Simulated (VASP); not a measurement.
# AlCo (zincblende type) (F-43m) in VASP: further runs

The runs below take AlCo (zincblende type) through single point, relaxation of cell and atoms, with PBE.

Everything below comes from runs of VASP 6.6.1. Logs are shortened: lines on timing, memory, paths and dates and some standing lists are left out, and cuts for length are marked.

## 1. The cell of the first run

The structure is cubic, space group F-43m (No. 216). The conventional cell has a = 5.335 Å, b = 5.335 Å, c = 5.335 Å, α = 90.00°, β = 90.00°, γ = 90.00°. Within 3.1 Å of Co (site symmetry -43m) lie 4 Al at 2.31 Å. Within 3.1 Å of Al (site symmetry -43m) lie 4 Co at 2.31 Å.

## 2. Single point, PBE

Input file INCAR:

```
PREC = Accurate
ENCUT = 520
EDIFF = 1E-6
ISMEAR = -1
SIGMA = 0.1
LREAL = False
LASPH = True
NELM = 80
ALGO = Normal
ISIF = 2
LWAVE = False
LCHARG = True
GGA = PE
LELF = True
LVHAR = True
NBANDS = 13
```

Input file KPOINTS:

```
Automatic mesh
0
Gamma
  12 12 12
```

Input file POSCAR:

```
AlCo
1.0
    0.0000000000      2.6673642355      2.6673642355
    2.6673642355      0.0000000000      2.6673642355
    2.6673642355      2.6673642355      0.0000000000
Co Al
1 1
Direct
    0.0000000000      0.0000000000      0.0000000000
    0.2500000000      0.2500000000      0.2500000000
```

Potentials or basis: VASP PAW PBE potentials, release 64 (Co, Al).

On the command line:

```sh
cat potpaw_PBE.64/Co/POTCAR potpaw_PBE.64/Al/POTCAR > POTCAR
mpirun -np 1 vasp_std > vasp.out
```

OUTCAR:

```text
PREC = Accurate
   ENCUT = 520
   EDIFF = 1E-6
   ISMEAR = -1
   LREAL = False
   LASPH = True
   NELM = 80
   ISIF = 2
   GGA = PE

 ion  position               nearest neighbor table
   1  0.000  0.000  0.000-   2 2.31   2 2.31   2 2.31   2 2.31
   2  0.250  0.250  0.250-   1 2.31   1 2.31   1 2.31   1 2.31

  LATTYP: Found a face centered cubic cell.
 ALAT       =     5.3347284710

  Lattice vectors:

 A1 = (   0.0000000000,   2.6673642355,   2.6673642355)
 A2 = (   2.6673642355,   0.0000000000,   2.6673642355)
 A3 = (   2.6673642355,   2.6673642355,   0.0000000000)

Analysis of symmetry for initial positions (statically):
=====================================================================
 Subroutine PRICEL returns:
 Original cell was already a primitive cell.

 Routine SETGRP: Setting up the symmetry group for a
 face centered cubic supercell.

 Subroutine GETGRP returns: Found 24 space group operations
 (whereof 24 operations were pure point group operations)
 out of a pool of 48 trial point group operations.

The static configuration has the point symmetry T_d .

Analysis of symmetry for dynamics (positions and initial velocities):
=====================================================================
 Subroutine PRICEL returns:
 Original cell was already a primitive cell.

 Routine SETGRP: Setting up the symmetry group for a
 face centered cubic supercell.

 Subroutine GETGRP returns: Found 24 space group operations
 (whereof 24 operations were pure point group operations)
 out of a pool of 48 trial point group operations.

The dynamic configuration has the point symmetry T_d .

 Subroutine INISYM returns: Found 24 space group operations
 (whereof 24 operations are pure point group operations),
 and found     1 'primitive' translations

----------------------------------------------------------------------------------------

                                     Primitive cell

  volume of cell :      37.9557

  direct lattice vectors                    reciprocal lattice vectors
     0.000000000  2.667364236  2.667364236    -0.187450965  0.187450965  0.187450965
     2.667364236  0.000000000  2.667364236     0.187450965 -0.187450965  0.187450965
     2.667364236  2.667364236  0.000000000     0.187450965  0.187450965 -0.187450965

  length of vectors
     3.772222678  3.772222678  3.772222678     0.324674595  0.324674595  0.324674595

  position of ions in fractional coordinates (direct lattice)
     0.000000000  0.000000000  0.000000000
     0.250000000  0.250000000  0.250000000
[... 86 lines left out ...]
   TEBEG  =    0.0;   TEEND  =   0.0 temperature during run
   PSTRESS=    0.0 pullay stress
   NELECT =      12.0000    total number of electrons
   NUPDOWN=      -1.0000    fix difference up-down
   EMIN   =  10.00;   EMAX   =-10.00  energy-range for DOS
   EFERMI =   0.00;   METHOD = LEGACY
   ISMEAR =    -1;   SIGMA  =   0.10  broadening in eV -4-tet -1-fermi 0-gaus
   EFERMI_NEDOS =   21; number of points for ismear=-14 and -15
   IALGO  =     38    algorithm
   IMIX   =      4    mixing-type and parameters
     AMIX     =   0.40;   BMIX     =  1.00
     AMIX_MAG =   1.60;   BMIX_MAG =  1.00
  volume/ion in A,a.u.               =      18.98       128.07
  Fermi-wavevector in a.u.,A,eV,Ry     =   1.115260  2.107536 16.923003  1.243806
  Thomas-Fermi vector in A             =   2.251863
   LORBIT       =      0    0 simple, 1 ext, 2 COOP (PROOUT), +10 PAW based schemes
   GGA     = PE    functional components
   LHFCALC =     F    Hartree Fock is set to
   AEXX    =    0.0000 exact exchange contribution
   IVDW    =     0    specifies the selected vdW correction
   LEPSILON=     F    determine dielectric tensor
   LRPA    =     F    only Hartree local field effects (RPA)
 non-spin polarized calculation
  energy-cutoff  :      520.00
  volume of cell :       37.96
 maximum number of plane-waves:      1036
   NGX = 13   NGY = 13   NGZ = 13

 number of electron      12.0000000 magnetization

 Free energy of the ion-electron system (eV)
  ---------------------------------------------------
  ext. energy  EPLUGINS =         0.00000000
  ---------------------------------------------------
  free energy    TOTEN  =        -8.92579384 eV

  energy without entropy =       -8.84785694  energy(sigma->0) =       -8.88682539

 E-fermi :   4.4283     XC(G=0):  -9.7511

 val. band max:        4.4141553582   @ k =  -0.2500   0.5000   0.2500
 cond. band min:       4.4293448551   @ k =  -0.3333   0.5000   0.1667
 fundamental gap:      0.0151894970
 Fermi energy:         4.4283302465

 k-point     1 :       0.0000    0.0000    0.0000
  band No.  band energies     occupation
      1      -2.9816      2.00000
      2       3.2295      1.99999
      3       3.2295      1.99999
      4       3.2295      1.99999
      5       3.9695      1.97986
      6       3.9695      1.97986
      7      11.9964      0.00000
      8      11.9964      0.00000
      9      11.9964      0.00000
     10      12.6225      0.00000
     11      12.6225      0.00000
     12      12.6225      0.00000
     13      15.3016      0.00000
[... 354 lines left out ...]
  band No.  band energies     occupation
      1       0.0538      2.00000
      2       2.0577      2.00000
      3       3.2070      1.99999
      4       3.4820      1.99984
      5       4.0513      1.95493
      6       4.1006      1.92730
      7       4.4931      0.68697
      8       7.6506      0.00000
      9       9.0329      0.00000
     10      11.9842      0.00000
     11      14.4634      0.00000
     12      15.1673      0.00000
     13      17.8052      0.00000

 [... further k-points ...]

------------------------ aborting loop because EDIFF is reached ----------------------------------------

  FORCE on cell =-STRESS in cart. coord.  units (eV):
  Direction    XX          YY          ZZ          XY          YZ          ZX
  --------------------------------------------------------------------------------------
  -------------------------------------------------------------------------------------
  Total       -0.0165951     -0.0165951     -0.0165951      0.0000000     -0.0000000     -0.0000000
  in kB       -0.7005075     -0.7005075     -0.7005075      0.0000000     -0.0000000     -0.0000000
  external PRESSURE =      -0.7005075 kB  Pullay stress =       0.0000000 kB

 VOLUME and BASIS-vectors are now :
 -----------------------------------------------------------------------------
  energy-cutoff  :      520.00
  volume of cell :       37.96
      direct lattice vectors                 reciprocal lattice vectors
     0.000000000  2.667364236  2.667364236    -0.187450965  0.187450965  0.187450965
     2.667364236  0.000000000  2.667364236     0.187450965 -0.187450965  0.187450965
     2.667364236  2.667364236  0.000000000     0.187450965  0.187450965 -0.187450965

 POSITION                                       TOTAL-FORCE (eV/Angst)
 -----------------------------------------------------------------------------------
      0.00000      0.00000      0.00000         0.000000      0.000000      0.000000
      1.33368      1.33368      1.33368        -0.000000     -0.000000     -0.000000
 -----------------------------------------------------------------------------------
    total drift:                                0.000001      0.000001      0.000001

  FREE ENERGIE OF THE ION-ELECTRON SYSTEM (eV)
  ---------------------------------------------------
  free  energy   TOTEN  =        -8.9257938410 eV

  energy  without entropy=       -8.8478569443  energy(sigma->0) =       -8.88682539
```

OSZICAR:

```text
N       E                     dE             d eps       ncg     rms          rms(c)
DAV:   1     0.392796246989E+02    0.39280E+02   -0.48732E+03  1872   0.860E+02
DAV:   2    -0.778430860867E+01   -0.47064E+02   -0.43614E+02  1922   0.156E+02
DAV:   3    -0.948091341472E+01   -0.16966E+01   -0.16729E+01  2382   0.359E+01
DAV:   4    -0.951249637579E+01   -0.31583E-01   -0.31572E-01  2324   0.447E+00
DAV:   5    -0.951348731286E+01   -0.99094E-03   -0.99091E-03  2407   0.792E-01    0.824E+00
DAV:   6    -0.129401245272E+02   -0.34266E+01   -0.42941E+01  2242   0.730E+01    0.167E+01
DAV:   7    -0.892433175734E+01    0.40158E+01   -0.19989E+01  2252   0.513E+01    0.149E+00
DAV:   8    -0.892814144916E+01   -0.38097E-02   -0.20567E-01  2283   0.349E+00    0.105E+00
DAV:   9    -0.892631999851E+01    0.18215E-02   -0.23086E-02  2327   0.186E+00    0.244E-01
DAV:  10    -0.892578502150E+01    0.53498E-03   -0.33355E-03  2387   0.587E-01    0.378E-02
DAV:  11    -0.892579330338E+01   -0.82819E-05   -0.71728E-05  2140   0.611E-02    0.159E-02
DAV:  12    -0.892579384100E+01   -0.53762E-06   -0.54588E-06  2330   0.167E-02
   1 F= -.89257938E+01 E0= -.88868254E+01  d E =-.779369E-01
```

Wall time 40 s (1 thread of Intel Xeon 8259CL, shared host); peak memory 0.18 GiB.

Results:

```
Free energy            : -8.9258 eV
Pressure               : -0.1 GPa
Band gap on the k mesh : zero (bands 6 and 7 overlap by 0.07 eV)
```

Caveat: the run has no spin polarisation, though such a crystal can be magnetic. Spin polarisation is off, so any magnetic state and its effect on volume and gap are missing.

## 3. Relaxation of cell and atoms, PBE, target pressure 0.03 GPa, at which the enthalpy is minimised

This run uses another cell than the first one, of 16.51 Å³/atom.

Input file INCAR:

```
PREC = Accurate
ENCUT = 600
EDIFF = 1E-7
ISMEAR = -1
SIGMA = 0.1
LREAL = F
LASPH = T
NELM = 60
ALGO = Normal
ISIF = 3
LWAVE = F
LCHARG = F
GGA = PE
IBRION = 2
NSW = 60
EDIFFG = -0.005
PSTRESS = 0.3
```

KPOINTS is that of step 2.

Input file POSCAR:

```
AlCo
1.0
    0.0000000000      2.5461110152      2.5461110152
    2.5461110152      0.0000000000      2.5461110152
    2.5461110152      2.5461110152      0.0000000000
Co Al
1 1
Direct
    0.0000000000      0.0000000000      0.0000000000
    0.2500000000      0.2500000000      0.2500000000
```

Potentials or basis: VASP PAW PBE potentials, release 64 (Co, Al).

On the command line:

```sh
cat potpaw_PBE.64/Co/POTCAR potpaw_PBE.64/Al/POTCAR > POTCAR
mpirun -np 1 vasp_std > vasp.out
```

It took 2.6 min on 1 thread of Intel Xeon 8259CL, shared host; peak memory 0.2 GiB.

Results (log left out):

```yaml
Free_energy: -8.9249 eV
Relaxed_volume: 18.97 Å³/atom
Relaxed_cell: a = 3.771 Å, b = 3.771 Å, c = 3.771 Å, α = 60.00°, β = 60.00°, γ = 60.00°
Space_group_after_relaxing_to_0.1_Å: F-43m (No. 216)
Energy_change_on_relaxing_the_run_minimises_the_enthalpy: -82.6 meV/atom
Ionic_steps: 5
Pressure_after_relaxing: 0.1 GPa
Band_gap_on_the_k_mesh: zero (bands 6 and 7 overlap by 0.07 eV)
```

Step by step:
| step | energy change (eV) | largest force (eV/Å) | pressure (GPa) | volume (Å³) |
| --- | --- | --- | --- | --- |
| 1 | 0.0000 | 0.0000 | 12.03 | 33.01 |
| 2 | -0.1563 | 0.0000 | -2.05 | 39.28 |
| 3 | -0.1651 | 0.0000 | 0.09 | 37.91 |
| 4 | -0.1651 | 0.0000 | -0.09 | 38.01 |
| 5 | -0.1651 | 0.0000 | 0.05 | 37.93 |

Final structure:
```
CELL_PARAMETERS angstrom
0.00000 2.66682 2.66682
2.66682 0.00000 2.66682
2.66682 2.66682 0.00000
ATOMIC_POSITIONS crystal
Co 0.00000 0.00000 0.00000
Al 0.25000 0.25000 0.25000
```

Levels at points of the mesh, in eV from the Fermi level:
| k point | band 3 | band 4 | band 5 | band 6 | band 7 | band 8 | band 9 | band 10 |
| --- | --- | --- | --- | --- | --- | --- | --- | --- |
| (0.00, 0.00, 0.00) | -1.20 | -1.20 | -0.46 | -0.46 | 7.57 | 7.57 | 7.57 | 8.20 |
| (0.50, 0.00, 0.00) | -1.07 | -1.07 | -0.32 | -0.32 | -0.07 | 5.28 | 5.28 | 8.58 |
| (0.50, 0.50, 0.00) | -0.78 | -0.49 | -0.49 | -0.18 | 0.22 | 2.32 | 2.32 | 5.98 |

Caveat: the cell is relaxed towards a set pressure, so the run minimises the enthalpy, not the energy; the run has no spin polarisation, though such a crystal can be magnetic. Spin polarisation is off, so any magnetic state and its effect on volume and gap are missing.

## 4. Relaxation of cell and atoms, PBE, target pressure 0.03 GPa, at which the enthalpy is minimised

Input file INCAR:

```
SYSTEM = AlCo
PREC = Accurate ; ENCUT = 600
EDIFF = 1E-7 ; ISMEAR = -1
SIGMA = 0.1 ; LREAL = .False.
LASPH = .True. ; NELM = 80
ALGO = Normal ; ISIF = 3
LWAVE = .False. ; LCHARG = .False.
GGA = PE ; IBRION = 2
NSW = 32 ; EDIFFG = -0.005
PSTRESS = 0.3
```

Input file KPOINTS:

```
Automatic mesh
0
Gamma
  12 12 12
  0 0 0
```

Input file POSCAR:

```
AlCo
1.0
    0.0000000000      2.6673642355      2.6673642355
    2.6673642355      0.0000000000      2.6673642355
    2.6673642355      2.6673642355      0.0000000000
Co Al
1 1
Direct
    0.0000000000      0.0000000000      0.0000000000
    0.2500000000      0.2500000000      0.2500000000
```

On the command line:

```sh
cat potpaw_PBE.64/Co/POTCAR potpaw_PBE.64/Al/POTCAR > POTCAR
mpirun -np 1 vasp_std > vasp.out
```

It took 46 s on 1 thread of Intel Xeon 8259CL, shared host; peak memory 0.19 GiB.

The run converged. Its results:

| Quantity | Value |
| --- | --- |
| Free energy | -8.9258 eV |
| Pressure after relaxing | 0.0 GPa |
| Band gap on the k mesh | zero (bands 6 and 7 overlap by 0.07 eV) |

Final structure:
```
CELL_PARAMETERS angstrom
0.00000 2.66736 2.66736
2.66736 0.00000 2.66736
2.66736 2.66736 0.00000
ATOMIC_POSITIONS crystal
Co 0.00000 0.00000 0.00000
Al 0.25000 0.25000 0.25000
```

Levels at points of the mesh, in eV from the Fermi level:
| k point | band 2 | band 3 | band 4 | band 5 | band 6 | band 7 | band 8 | band 9 | band 10 |
| --- | --- | --- | --- | --- | --- | --- | --- | --- | --- |
| (0.00, 0.00, 0.00) | -1.20 | -1.20 | -1.20 | -0.46 | -0.46 | 7.57 | 7.57 | 7.57 | 8.19 |
| (0.50, 0.00, 0.00) | -2.66 | -1.07 | -1.07 | -0.32 | -0.32 | -0.07 | 5.28 | 5.28 | 8.57 |
| (0.50, 0.50, 0.00) | -2.74 | -0.78 | -0.49 | -0.49 | -0.18 | 0.22 | 2.32 | 2.32 | 5.98 |

Caveat: the relaxation stopped at its first step, so nothing moved; the cell is relaxed towards a set pressure, so the run minimises the enthalpy, not the energy; the run has no spin polarisation, though such a crystal can be magnetic. Spin polarisation is off, so any magnetic state and its effect on volume and gap are missing.

## 5. Overview

| task | cell | cutoff (eV) | gap on the mesh (eV) | pressure (GPa) |
| --- | --- | --- | --- | --- |
| single point | a = 3.772 Å, angles 60.0°, 2 atoms | 520 | none | -0.1 |
| relaxation of cell and atoms | relaxed to 0.03 GPa from a = 3.601 Å, angles 60.0°, 2 atoms | 600 | none | 0.1 |
| relaxation of cell and atoms | relaxed to 0.03 GPa from a = 3.772 Å, angles 60.0°, 2 atoms | 600 | none | 0.0 |

Alike in all rows: level PBE; potentials or basis VASP PAW PBE potentials, release 64 (Co, Al); no spin polarisation; k mesh 12 × 12 × 12; smearing fermi-dirac 0.1 eV.

Caveats: the run has no spin polarisation, though such a crystal can be magnetic; the cell is relaxed towards a set pressure, so the run minimises the enthalpy, not the energy (at least some runs); the relaxation stopped at its first step, so nothing moved (at least some runs).

Total energies depend on the potentials used, so only differences within one code and one set of settings carry meaning.
